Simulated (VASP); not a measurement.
Wanted: the native input for a VASP 6.6.1 run.

| Quantity | Value |
| --- | --- |
| Task | single point |
| Functional | PBE |
| Potentials or basis | VASP PAW PBE potentials, release 64 (Ag) |
| Cutoff | 500 eV |
| k mesh | 8 × 8 × 8 |
| Occupations | gaussian, width 0.1 eV |
| Spin | no spin polarisation |
| Dipole correction | no |
| Further INCAR settings | ALGO = Normal; EDIFF = 1e-06; NBANDS = 12 |

The structure of Ag lies in POSCAR:

```
Ag
1.0
   -1.6556540000      1.6556540000      1.6556540000
    1.6556540000     -1.6556540000      1.6556540000
    1.6556540000      1.6556540000     -1.6556540000
Ag
1
Direct
    0.0000000000      0.0000000000      0.0000000000
```

This isn't the form of Ag at room conditions, which is fcc.

One way to write it, as run:

INCAR

```
SYSTEM = Ag
PREC     = Accurate       ! precision mode
ENCUT    = 500            ! plane-wave cutoff, eV
EDIFF    = 1E-6           ! SCF threshold, eV
ISMEAR   = 0              ! smearing method
SIGMA    = 0.1            ! smearing width, eV
LREAL    = .False.        ! projectors in reciprocal space
LASPH    = .True.         ! aspherical terms in the spheres
NELM     = 120            ! most SCF steps
ALGO     = Normal         ! electronic algorithm
ISIF     = 2              ! what is computed and relaxed
LWAVE    = .False.        ! write WAVECAR
LCHARG   = .False.        ! write CHGCAR
GGA      = PE             ! functional
NBANDS   = 12             ! bands
GGA_COMPAT= .False.
```

KPOINTS

```
Automatic mesh
0
Gamma
  8 8 8
  0 0 0
```

Potentials or basis: VASP PAW PBE potentials, release 64 (Ag).

Launch:

```sh
$ cat potpaw_PBE.64/Ag/POTCAR > POTCAR
$ mpirun -np 1 vasp_std > vasp.out
```

It gave:

```
Pressure               : -0.8 GPa
Band gap on the k mesh : zero (an odd number of electrons rules out a gap without spin polarisation)
```

Wall time 6.9 s on 1 thread of AMD EPYC 7R43 64-Core Processor (Zen 3) (shared host), peak memory 0.1 GiB.
